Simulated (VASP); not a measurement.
Wanted: the native input for a VASP 6.6.1 run.

| Quantity | Value |
| --- | --- |
| Task | single point |
| Functional | RPBE |
| Dispersion | D3(BJ) |
| Potentials or basis | VASP PAW PBE potentials, release 64 (Co_sv) |
| Cutoff | 690 eV |
| k mesh | 12 × 12 × 4 |
| Occupations | fermi-dirac, width 0.05 eV |
| Spin | collinear spin, ferromagnetic start |
| Starting moments | [2.0, 2.0, 2.0, 2.0] μB |
| Dipole correction | no |
| Further INCAR settings | ALGO = Normal; EDIFF = 1e-06; NBANDS = 46 |

The structure of Co lies in POSCAR:

```
Co
1.0
    2.4045591443      0.0000000000      0.0000000000
   -1.2022795722      2.0824093038      0.0000000000
    0.0000000000      0.0000000000      7.7972974659
Co
4
Direct
    0.6666666667      0.3333333333      0.7500000000
    0.0000000000      0.0000000000      0.5000000000
    0.3333333333      0.6666666667      0.2500000000
    0.0000000000      0.0000000000      0.0000000000
```

These files were run (other wordings do the same):

INCAR

```
PREC = Accurate
ENCUT = 690
EDIFF = 1E-6
ISMEAR = -1
SIGMA = 0.05
LREAL = False
LASPH = True
NELM = 200
ALGO = Normal
ISIF = 2
LWAVE = False
LCHARG = True
ISPIN = 2
MAGMOM = 2 2 2 2
LORBIT = 11
LMAXMIX = 4
GGA = RP
IVDW = 12
LELF = True
LVHAR = True
NBANDS = 46
GGA_COMPAT = False
```

KPOINTS

```
regular mesh
0
Gamma
  12 12 4
```

Potentials or basis: VASP PAW PBE potentials, release 64 (Co_sv).

Command:

```sh
$ cat potpaw_PBE.64/Co_sv/POTCAR > POTCAR
$ mpirun -np 1 vasp_std > vasp.out
```

It gave:

| Item | Value |
| --- | --- |
| Pressure | -1.7 GPa |
| Net moment | 6.21 μB per cell |
| Site moments | Co +1.63, +1.60 (each value once) μB |
| Valence electrons inside the program's atomic spheres | Co 15.14, 15.15 (each value once) |
| Dispersion energy per atom | -2.342 eV |

Caveat: the dispersion term is far too large for a dense solid, which distorts pressure and volume; the PAW data sets were made with another functional, which shifts forces and pressure a little.

Wall time 6 min on 1 thread of Intel(R) Xeon(R) Platinum 8259CL CPU @ 2.50GHz (Skylake/Cascade Lake), on a shared host, peak memory 0.35 GiB.
